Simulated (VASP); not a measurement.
Set up this calculation in VASP 6.6.1, as the native input.

| Property | Result |
| --- | --- |
| Task | electric field gradients |
| Functional | PBEsol |
| Potentials or basis | VASP PAW PBE potentials, release 64 (Ni, O) |
| Cutoff | 520 eV |
| k mesh | 4 × 4 × 4 |
| Occupations | fermi-dirac, width 0.02 eV |
| Spin | collinear spin, ferromagnetic start |
| Starting moments | [2.0, 2.0, 2.0, 2.0, 0.0, 0.0, 0.0, 0.0] μB |
| Dipole correction | no |
| Further INCAR settings | ALGO = Normal; EDIFF = 1e-08; NBANDS = 46 |

The structure of NiO lies in POSCAR:

```
NiO
1.0
    4.1718032828      0.0000000000      0.0000000000
    0.0000000000      4.1718032828      0.0000000000
    0.0000000000      0.0000000000      4.1718032828
Ni O
4 4
Direct
    0.0000000000      0.0000000000      0.0000000000
    0.5000000000      0.5000000000      0.0000000000
    0.5000000000      0.0000000000      0.5000000000
    0.0000000000      0.5000000000      0.5000000000
    0.5000000000      0.5000000000      0.5000000000
    0.0000000000      0.0000000000      0.5000000000
    0.0000000000      0.5000000000      0.0000000000
    0.5000000000      0.0000000000      0.0000000000
```

The input as run:

INCAR

```
PREC = Accurate
ENCUT = 520
EDIFF = 1E-8
ISMEAR = -1
SIGMA = 0.02
LREAL = F
LASPH = T
NELM = 200
ALGO = Normal
ISIF = 2
LWAVE = F
LCHARG = F
ISPIN = 2
MAGMOM = 2 2 2 2 0 0 0 0
LORBIT = 11
LMAXMIX = 4
GGA = PS
LEFG = T
NBANDS = 46
GGA_COMPAT = F
```

KPOINTS

```
Automatic mesh
0
Gamma
  4 4 4
```

Potentials or basis: VASP PAW PBE potentials, release 64 (Ni, O).

Run with:

```bash
$ cat potpaw_PBE.64/Ni/POTCAR potpaw_PBE.64/O/POTCAR > POTCAR
$ mpirun -np 1 vasp_std > vasp.out
```

It gave:

```json
{"Pressure": "-5.6 GPa", "Net moment": "6.62 μB per cell", "Site moments": "Ni +1.36; O +0.25 μB", "Largest electric field gradient by atom": "under 0.05 V/Å² on every atom", "Valence electrons inside the program's atomic spheres": "Ni 9.01; O 4.95"}
```

Caveat: the k points lie up to 0.38 Å⁻¹ apart; the PAW data sets were made with another functional, which shifts forces and pressure a little.

Wall time 47 s on 1 thread of Intel(R) Xeon(R) Platinum 8559C (Emerald Rapids), with other jobs on the host, peak memory 0.22 GiB.
